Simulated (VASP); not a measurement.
# SnSe (Fm-3m) in VASP: further runs

SnSe is run at these levels: r2SCAN, LDA, PBE, PBEsol; tasks: elastic constants, dielectric tensor, vibrations by perturbation theory.

Program: VASP 6.6.1. These are calculated values, not measurements. Logs are shortened: lines on timing, memory, paths and dates and some standing lists are left out, and cuts for length are marked.

## (1) The cell of the first run

The structure is cubic, space group Fm-3m (No. 225). The conventional cell has a = 6.020 Å, b = 6.020 Å, c = 6.020 Å, α = 90.00°, β = 90.00°, γ = 90.00°. Within 4.0 Å of Sn (site symmetry m-3m) lie 6 Se at 3.01 Å. Se (site symmetry m-3m) has 6 Sn at 3.01 Å within 4.0 Å.

## (2) Elastic constants, r2SCAN

Input file INCAR:

```
SYSTEM = SnSe
ALGO     = Normal         ! electronic algorithm
EDIFF    = 1E-8           ! SCF threshold, eV
ENCUT    = 600            ! plane-wave cutoff, eV
IBRION   = 6              ! ionic algorithm
ISIF     = 3              ! what is computed and relaxed
ISMEAR   = 0              ! smearing method
LASPH    = .TRUE.         ! aspherical terms in the spheres
LCHARG   = .TRUE.         ! write CHGCAR
LMIXTAU  = .TRUE.       
LREAL    = .FALSE.        ! projectors in reciprocal space
LWAVE    = .FALSE.        ! write WAVECAR
METAGGA  = R2SCAN         ! meta-GGA
NBANDS   = 17             ! bands
NELM     = 60             ! most SCF steps
NFREE    = 2            
NSW      = 1              ! ionic steps
POTIM    = 0.015          ! step
PREC     = Accurate       ! precision mode
SIGMA    = 0.01           ! smearing width, eV
```

Input file KPOINTS:

```
k-points
0
G
  7 7 7
  0 0 0
```

Input file POSCAR:

```
SnSe
1.0
    0.0000000000      3.0100000000      3.0100000000
    3.0100000000      0.0000000000      3.0100000000
    3.0100000000      3.0100000000      0.0000000000
Sn Se
1 1
Direct
    0.0000000000      0.0000000000      0.0000000000
    0.5000000000      0.5000000000      0.5000000000
```

Potentials or basis: VASP PAW PBE potentials, release 64 (Sn_d, Se).

Started as:

```
$ cat potpaw_PBE.64/Sn_d/POTCAR potpaw_PBE.64/Se/POTCAR > POTCAR
$ mpirun -np 1 vasp_std > vasp.out
```

OUTCAR:

```text
SYSTEM = SnSe
   EDIFF = 1E-8
   ENCUT = 600
   IBRION = 6
   ISIF = 3
   ISMEAR = 0
   LASPH = .TRUE.
   LREAL = .FALSE.
   METAGGA = R2SCAN
   NELM = 60
   NFREE = 2
   NSW = 1
   POTIM = 0.015
   PREC = Accurate

 ion  position               nearest neighbor table
   1  0.000  0.000  0.000-   2 3.01   2 3.01   2 3.01   2 3.01   2 3.01   2 3.01
   2  0.500  0.500  0.500-   1 3.01   1 3.01   1 3.01   1 3.01   1 3.01   1 3.01

  LATTYP: Found a face centered cubic cell.
 ALAT       =     6.0200000000

  Lattice vectors:

 A1 = (   0.0000000000,   3.0100000000,   3.0100000000)
 A2 = (   3.0100000000,   0.0000000000,   3.0100000000)
 A3 = (   3.0100000000,   3.0100000000,   0.0000000000)

Analysis of symmetry for initial positions (statically):
=====================================================================
 Subroutine PRICEL returns:
 Original cell was already a primitive cell.

 Routine SETGRP: Setting up the symmetry group for a
 face centered cubic supercell.

 Subroutine GETGRP returns: Found 48 space group operations
 (whereof 48 operations were pure point group operations)
 out of a pool of 48 trial point group operations.

The static configuration has the point symmetry O_h .

Analysis of symmetry for dynamics (positions and initial velocities):
=====================================================================
 Subroutine PRICEL returns:
 Original cell was already a primitive cell.

 Routine SETGRP: Setting up the symmetry group for a
 face centered cubic supercell.

 Subroutine GETGRP returns: Found 48 space group operations
 (whereof 48 operations were pure point group operations)
 out of a pool of 48 trial point group operations.

The dynamic configuration has the point symmetry O_h .

 Subroutine INISYM returns: Found 48 space group operations
 (whereof 48 operations are pure point group operations),
[... 342 lines left out ...]
      1     -16.8421      2.00000
      2     -16.8421      2.00000
      3     -16.8400      2.00000
      4     -16.8399      2.00000
      5     -16.8399      2.00000
      6      -9.0148      2.00000
[... 457 lines left out ...]
      4     -16.8289      2.00000
      5     -16.8271      2.00000
      6      -7.9729      2.00000
[... 9 lines left out ...]
     16      15.3063      0.00000
     17      17.3696      0.00000

 [... further k-points ...]

------------------------ aborting loop because EDIFF is reached ----------------------------------------

  FORCE on cell =-STRESS in cart. coord.  units (eV):
  Direction    XX          YY          ZZ          XY          YZ          ZX
  --------------------------------------------------------------------------------------
  -------------------------------------------------------------------------------------
  Total       -0.0185426     -0.0201541     -0.0201541      0.0000000     -0.0000000      0.0000000
  in kB       -0.5446919     -0.5920308     -0.5920308      0.0000000     -0.0000000      0.0000000
  external PRESSURE =      -0.5762512 kB  Pullay stress =       0.0000000 kB
[... 17 lines left out ...]
  FREE ENERGIE OF THE ION-ELECTRON SYSTEM (eV)
  ---------------------------------------------------
  free  energy   TOTEN  =       -39.8813114105 eV

  energy  without entropy=      -39.8813114105  energy(sigma->0) =      -39.88131141

 INTERNAL STRAIN TENSORS FROM STRAINED CELLS
 ============================================

 INTERNAL STRAIN TENSOR FOR ION    1 for displacements in x,y,z  (eV/Angst):
          X           Y           Z          XY          YZ          ZX
  --------------------------------------------------------------------------------
  x     0.00000     0.00000    -0.00000     0.00000    -0.00000     0.00000
  y     0.00000     0.00000     0.00000     0.00000    -0.00000    -0.00000
  z    -0.00000    -0.00000    -0.00000     0.00000     0.00000     0.00000

 INTERNAL STRAIN TENSORS FROM DISPLACED ATOMS
 ============================================

 INTERNAL STRAIN TENSOR FOR ION    1 for displacements in x,y,z  (eV/Angst):
          X           Y           Z          XY          YZ          ZX
  --------------------------------------------------------------------------------
  x     0.00000     0.00000     0.00000     0.00000     0.00000     0.00000
  y     0.00000     0.00000     0.00000     0.00000     0.00000     0.00000
  z     0.00000     0.00000     0.00000     0.00000     0.00000     0.00000

 INTERNAL STRAIN TENSOR FOR ION    2 for displacements in x,y,z  (eV/Angst):
          X           Y           Z          XY          YZ          ZX
  --------------------------------------------------------------------------------
  x     0.00000     0.00000     0.00000     0.00000     0.00000     0.00000
  y     0.00000     0.00000     0.00000     0.00000     0.00000     0.00000
  z     0.00000     0.00000     0.00000     0.00000     0.00000     0.00000

 Eigenvectors and eigenvalues of the dynamical matrix
 ----------------------------------------------------

   1 f  =    0.008416 THz     0.052880 2PiTHz    0.280729 cm-1     0.034806 meV
             X         Y         Z           dx          dy          dz
      0.000000  0.000000  0.000000    -0.461886   -0.617752    0.000000
      3.010000  3.010000  3.010000    -0.381104   -0.509709    0.000000
[... 21 lines left out ...]
   6 f/i=    1.476396 THz     9.276472 2PiTHz   49.247280 cm-1     6.105882 meV
             X         Y         Z           dx          dy          dz
      0.000000  0.000000  0.000000     0.194736   -0.605906    0.000000
      3.010000  3.010000  3.010000    -0.236014    0.734339    0.000000

--------------------------------------------------------------------------------------------------------

 ELASTIC MODULI CONTR FROM IONIC RELAXATION (kBar)
 Direction    XX          YY          ZZ          XY          YZ          ZX
 --------------------------------------------------------------------------------
 XX           0.0000      0.0000      0.0000      0.0000      0.0000      0.0000
 YY           0.0000      0.0000      0.0000      0.0000      0.0000      0.0000
 ZZ           0.0000      0.0000      0.0000      0.0000      0.0000      0.0000
 XY           0.0000      0.0000      0.0000      0.0000      0.0000      0.0000
 YZ           0.0000      0.0000      0.0000      0.0000      0.0000      0.0000
 ZX           0.0000      0.0000      0.0000      0.0000      0.0000      0.0000
 --------------------------------------------------------------------------------

 TOTAL ELASTIC MODULI (kBar)
 Direction    XX          YY          ZZ          XY          YZ          ZX
 --------------------------------------------------------------------------------
 XX        1350.6012    120.9019    120.9019      0.0000     -0.0000      0.0000
 YY         120.9019   1350.6012    120.9019      0.0000     -0.0000      0.0000
 ZZ         120.9019    120.9019   1350.6012     -0.0000     -0.0000     -0.0000
 XY           0.0000      0.0000     -0.0000    195.8118     -0.0000      0.0000
 YZ          -0.0000     -0.0000     -0.0000     -0.0000    195.8118      0.0000
 ZX           0.0000      0.0000     -0.0000      0.0000      0.0000    195.8118
 --------------------------------------------------------------------------------
```

stdout:

```text
POSCAR found type information on POSCAR SnSe
 POSCAR found :  2 types and       2 ions
 scaLAPACK will be used
 -----------------------------------------------------------------------------
|                                                                             |
|                                                                             |
|     You enforced a specific xc type in the INCAR file but a different       |
|     I HOPE YOU KNOW WHAT YOU ARE DOING!                                     |
|                                                                             |
[... 33 lines left out ...]
 Finite differences progress:
 bond charge predicted
 Finite differences progress:
 bond charge predicted
 Finite differences progress:
 bond charge predicted
 Finite differences progress:
 bond charge predicted
 Finite differences progress:
 bond charge predicted
 Finite differences progress:
```

Wall time 1.8 h (1 thread of Intel Xeon 8259CL, shared host); peak memory 0.38 GiB.

What came out:

* Elastic constants C11, C12, C44: 135, 12, 20 GPa
* Voigt bulk modulus: 53 GPa
* Highest phonon frequency at Γ, LO-TO splitting left out: 0 cm⁻¹
* Most unstable mode: 49i cm⁻¹

Phonon frequencies in cm⁻¹ (negative: imaginary):
| q point | frequencies |
| --- | --- |
| (0.000, 0.000, 0.000) | -49 -49 -49 0 0 0 |

Elastic tensor in Voigt notation (GPa, in the Cartesian axes of the cell as first typed):
```
135  12  12   0   0   0
 12 135  12   0   0   0
 12  12 135   0   0   0
  0   0   0  20   0   0
  0   0   0   0  20   0
  0   0   0   0   0  20
```

Clamped-ion elastic tensor (GPa):
```
135  12  12   0   0   0
 12 135  12   0   0   0
 12  12 135   0   0   0
  0   0   0  20   0   0
  0   0   0   0  20   0
  0   0   0   0   0  20
```

Caveat: some modes are imaginary; this odd mesh misses L, so gap, dielectric constants and Born charges aren't listed; the PAW data sets were made with another functional, which shifts forces and pressure a little; spin-orbit coupling is left out, which moves the levels of the heavy elements.

## (3) Dielectric tensor, LDA

Input file INCAR:

```
PREC = Accurate
ENCUT = 520
EDIFF = 1E-8
ISMEAR = 0
SIGMA = 0.01
LREAL = F
LASPH = T
NELM = 80
ALGO = Normal
ISIF = 2
LWAVE = F
LCHARG = F
GGA = CA
LEPSILON = T
```

Input file KPOINTS:

```
regular mesh
0
Gamma
  8 8 8
```

POSCAR is that of step 2.

Potentials or basis: VASP PAW LDA potentials, release 64 (Sn_d, Se).

Started as:

```
$ cat potpaw_LDA.64/Sn_d/POTCAR potpaw_LDA.64/Se/POTCAR > POTCAR
$ mpirun -np 1 vasp_std > vasp.out
```

OUTCAR:

```text
PREC = Accurate
   ENCUT = 520
   EDIFF = 1E-8
   ISMEAR = 0
   LREAL = F
   LASPH = T
   NELM = 80
   ISIF = 2
   GGA = CA
   LEPSILON = T

 ion  position               nearest neighbor table
   1  0.000  0.000  0.000-   2 3.01   2 3.01   2 3.01   2 3.01   2 3.01   2 3.01
   2  0.500  0.500  0.500-   1 3.01   1 3.01   1 3.01   1 3.01   1 3.01   1 3.01

  LATTYP: Found a face centered cubic cell.
 ALAT       =     6.0200000000

  Lattice vectors:

 A1 = (   0.0000000000,   3.0100000000,   3.0100000000)
 A2 = (   3.0100000000,   0.0000000000,   3.0100000000)
 A3 = (   3.0100000000,   3.0100000000,   0.0000000000)

Analysis of symmetry for initial positions (statically):
=====================================================================
 Subroutine PRICEL returns:
 Original cell was already a primitive cell.

 Routine SETGRP: Setting up the symmetry group for a
 face centered cubic supercell.

 Subroutine GETGRP returns: Found 48 space group operations
 (whereof 48 operations were pure point group operations)
 out of a pool of 48 trial point group operations.

The static configuration has the point symmetry O_h .

Analysis of symmetry for dynamics (positions and initial velocities):
=====================================================================
 Subroutine PRICEL returns:
 Original cell was already a primitive cell.

 Routine SETGRP: Setting up the symmetry group for a
 face centered cubic supercell.

 Subroutine GETGRP returns: Found 48 space group operations
 (whereof 48 operations were pure point group operations)
 out of a pool of 48 trial point group operations.

The dynamic configuration has the point symmetry O_h .

[... 583 lines left out ...]
  free  energy   TOTEN  =        -9.4748521910 eV

  energy  without entropy=       -9.4748521910  energy(sigma->0) =       -9.47485219

 HEAD OF MICROSCOPIC STATIC DIELECTRIC TENSOR (INDEPENDENT PARTICLE, excluding Hartree and local field effects)
 ------------------------------------------------------
          29.949385     0.000000    -0.000000
          -0.000000    29.949385     0.000000
          -0.000000    -0.000000    29.949385
 ------------------------------------------------------

 Free energy of the ion-electron system (eV)
  ---------------------------------------------------
  ---------------------------------------------------
  free energy    TOTEN  =        -4.33506752 eV

  energy without entropy =       -4.33506752

------------------------ aborting loop because EDIFF is reached ----------------------------------------

--------------------------------------- Ionic step        2  -------------------------------------------

------------------------ aborting loop because EDIFF is reached ----------------------------------------

--------------------------------------- Ionic step        3  -------------------------------------------

 Free energy of the ion-electron system (eV)
  ---------------------------------------------------
  ---------------------------------------------------
  free energy    TOTEN  =        -4.33505640 eV

  energy without entropy =       -4.33505640

------------------------ aborting loop because EDIFF is reached ----------------------------------------

 PIEZOELECTRIC TENSOR FIELD DIRECTION 3  (e Angst)
 -----------------------------------------------------------------------------
     0.01236  0.00000  0.00000           (  0.00000  0.00000  0.00000)
     0.00000  0.01236 -0.00000           (  0.00000  0.00000 -0.00000)
     0.00000 -0.00000 -0.01332           (  0.00000 -0.00000  0.00001)

 PIEZOELECTRIC TENSOR FIELD DIRECTION 3  (C/m^2)
 -----------------------------------------------------------------------------
     0.00363  0.00000  0.00000
     0.00000  0.00363 -0.00000
     0.00000 -0.00000 -0.00391

 MACROSCOPIC STATIC DIELECTRIC TENSOR (including local field effects in DFT)
 ------------------------------------------------------
          28.668244     0.000000     0.000000
           0.000000    28.668244     0.000000
          -0.000000    -0.000000    28.668244
 ------------------------------------------------------

 PIEZOELECTRIC TENSOR (including local field effects)  for field in x, y, z        (e  Angst)
          XX          YY          ZZ          XY          YZ          ZX
  --------------------------------------------------------------------------------
  x     0.00000     0.00000     0.00000     0.00000     0.00000     0.00000
  y     0.00000     0.00000     0.00000     0.00000     0.00000     0.00000
  z     0.00000     0.00000     0.00000     0.00000     0.00000     0.00000

 PIEZOELECTRIC TENSOR (including local field effects)  for field in x, y, z        (C/m^2)
          XX          YY          ZZ          XY          YZ          ZX
  --------------------------------------------------------------------------------
  x     0.00000     0.00000     0.00000     0.00000     0.00000     0.00000
  y     0.00000     0.00000     0.00000     0.00000     0.00000     0.00000
  z     0.00000     0.00000     0.00000     0.00000     0.00000     0.00000

 BORN EFFECTIVE CHARGES (including local field effects) (in |e|, cummulative output)
 ---------------------------------------------------------------------------------
 ion    1
    1     5.81787     0.00000     0.00000
    2     0.00000     5.81787     0.00000
    3     0.00000     0.00000     5.81787
 ion    2
    1    -5.81787     0.00000     0.00000
    2     0.00000    -5.81787     0.00000
    3     0.00000     0.00000    -5.81787
```

stdout:

```text
POSCAR found type information on POSCAR SnSe
 POSCAR found :  2 types and       2 ions
 scaLAPACK will be used
 LDA part: xc-table for (Slater(with rela. corr.)+CA(PZ))
 , standard interpolation
 POSCAR, INCAR and KPOINTS ok, starting setup
 FFT: planning ... GRIDC
 FFT: planning ... GRID_SOFT
 FFT: planning ... GRID
 WAVECAR not read
 entering main loop
 Linear response reoptimize wavefunctions to high precision
 Linear response G [H, r] |phi>, progress :
  Direction:   1
 Linear response G [H, r] |phi>, progress :
  Direction:   2
 Linear response G [H, r] |phi>, progress :
  Direction:   3
 Linear response to external field (no local field effect), progress :
  Direction:   1
 dielectric tensor                  component  1 :    23.916     6.830     2.515
 Linear response to external field (no local field effect), progress :
  Direction:   2
 dielectric tensor                  component  2 :     6.830    48.420    -6.933
 Linear response to external field (no local field effect), progress :
  Direction:   3
 dielectric tensor                  component  3 :     2.515    -6.933    17.512
 Linear response to external field, progress :
  Direction:   1
 dielectric tensor                  component  1 :    28.668     3.299     1.054
 Linear response to external field, progress :
  Direction:   2
 dielectric tensor                  component  2 :    -0.025    28.668     1.052
 Linear response to external field, progress :
  Direction:   3
 dielectric tensor                  component  3 :    -3.431     1.184    28.668
 Born effective charges drift removed
```

Wall time 5.5 min (1 thread of Intel Xeon 8259CL, shared host); peak memory 0.27 GiB.

What came out:

- Band gap on the k mesh: 0.63 eV
- Electronic dielectric tensor (diagonal): 28.67
- Born charges (mean of the diagonal): Sn +5.82; Se -5.82 e

Levels at points of the mesh, in eV from the valence-band top:
| k point | band 6 | band 7 | band 8 | band 9 | band 10 | band 11 | band 12 | band 13 | band 14 |
| --- | --- | --- | --- | --- | --- | --- | --- | --- | --- |
| (0.00, 0.00, 0.00) | -13.77 | -5.09 | -2.07 | -2.07 | -2.07 | 4.32 | 4.32 | 4.32 | 5.96 |
| (0.50, 0.00, 0.00) | -12.83 | -8.01 | -1.81 | -1.81 | 0.00 | 0.63 | 1.28 | 1.28 | 8.25 |
| (0.50, 0.50, 0.00) | -12.56 | -6.01 | -5.37 | -3.53 | -3.53 | 3.08 | 5.35 | 5.35 | 5.97 |

Electronic dielectric tensor:
```
28.67  0.00  0.00
 0.00 28.67  0.00
 0.00  0.00 28.67
```

Born effective charge tensors (e):
atom 1, Sn
```
5.82 0.00 0.00
0.00 5.82 0.00
0.00 0.00 5.82
```
atom 2, Se
```
-5.82  0.00  0.00
 0.00 -5.82  0.00
 0.00  0.00 -5.82
```

Caveat: the gap is small at this level, which inflates the dielectric constant; semilocal functionals underestimate gaps, and a narrow one can read as zero; spin-orbit coupling is left out, which moves the levels of the heavy elements.

## (4) Elastic constants, PBE

Input file INCAR:

```
  ALGO = Normal
  EDIFF = 1E-8
  ENCUT = 600
  GGA = PE
  IBRION = 6
  ISIF = 3
  ISMEAR = -1
  LASPH = T
  LCHARG = F
  LREAL = F
  LWAVE = F
  NELM = 100
  NFREE = 2
  NSW = 1
  POTIM = 0.015
  PREC = Accurate
  SIGMA = 0.05
```

Input file KPOINTS:

```
k-points
0
Gamma
  6 6 6
```

POSCAR is that of step 3.

Potentials or basis: VASP PAW PBE potentials, release 64 (Sn_d, Se).

Started as:

```
$ cat potpaw_PBE.64/Sn_d/POTCAR potpaw_PBE.64/Se/POTCAR > POTCAR
$ mpirun -np 1 vasp_std > vasp.out
```

Wall time 14 min (1 thread of Intel Xeon 8259CL, shared host); peak memory 0.3 GiB.

Results (log left out):

* Elastic constants C11, C12, C44: 131, 12, 18 GPa
* Voigt bulk modulus: 52 GPa
* Highest phonon frequency at Γ, LO-TO splitting left out: 22 cm⁻¹

Phonon frequencies in cm⁻¹ (negative: imaginary):
| q point | frequencies |
| --- | --- |
| (0.000, 0.000, 0.000) | 0 0 0 22 22 22 |

Elastic tensor in Voigt notation (GPa, in the Cartesian axes of the cell as first typed):
```
131  12  12   0   0   0
 12 131  12   0   0   0
 12  12 131   0   0   0
  0   0   0  18   0   0
  0   0   0   0  18   0
  0   0   0   0   0  18
```

Clamped-ion elastic tensor (GPa):
```
131  12  12   0   0   0
 12 131  12   0   0   0
 12  12 131   0   0   0
  0   0   0  18   0   0
  0   0   0   0  18   0
  0   0   0   0   0  18
```

Caveat: spin-orbit coupling is left out, which moves the levels of the heavy elements.

(Continued in part 2 of 2.)
